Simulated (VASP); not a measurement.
Cd2Hg3Se5, 10 atoms in the cell. It takes space group I-4m2 (No. 119, tetragonal). The conventional cell has a = 4.411 Å, b = 4.411 Å, c = 31.145 Å, α = 90.00°, β = 90.00°, γ = 90.00°. Within 3.5 Å of Cd (site symmetry 2mm) lie 4 Se at 2.69 Å. Within 3.6 Å of Hg (site symmetry 2mm) lie 4 Se at 2.71 Å. Within 3.6 Å of Hg (site symmetry -4m2) lie 4 Se at 2.71 Å. Within 3.5 Å of Se (site symmetry 2mm) lie 2 Cd at 2.69 Å and 2 Hg at 2.71 Å. Se (site symmetry -4m2) has 4 Cd at 2.69 Å within 3.5 Å. Se (site symmetry 2mm) has 4 Hg at 2.71 Å within 3.6 Å. 

| Quantity | Value |
| --- | --- |
| Program | VASP 6.6.1 |
| Task | single point |
| Functional | PBE |
| Potentials or basis | VASP PAW PBE potentials, release 64 (Cd, Hg, Se) |
| Cutoff | 520 eV |
| k mesh | 6 × 6 × 6 |
| Occupations | gaussian, width 0.2 eV |
| Spin | no spin polarisation |
| Dipole correction | no |
| Further INCAR settings | ALGO = Normal; EDIFF = 1e-06; NBANDS = 56 |

Potentials or basis: VASP PAW PBE potentials, release 64 (Cd, Hg, Se).

Run with:

```sh
$ cat potpaw_PBE.64/Cd/POTCAR potpaw_PBE.64/Hg/POTCAR potpaw_PBE.64/Se/POTCAR > POTCAR
$ mpirun -np 1 vasp_std > vasp.out
```

Hardware: 1 thread of AMD EPYC 7R13 Processor (Zen 3), with other jobs on the host.

Question: How long does it take, and how much memory?

Answer: Wall time 10 min on 1 thread of AMD EPYC 7R13 Processor (Zen 3) (shared host), peak memory 0.62 GiB. Counts: scf iterations 15, k points 30.
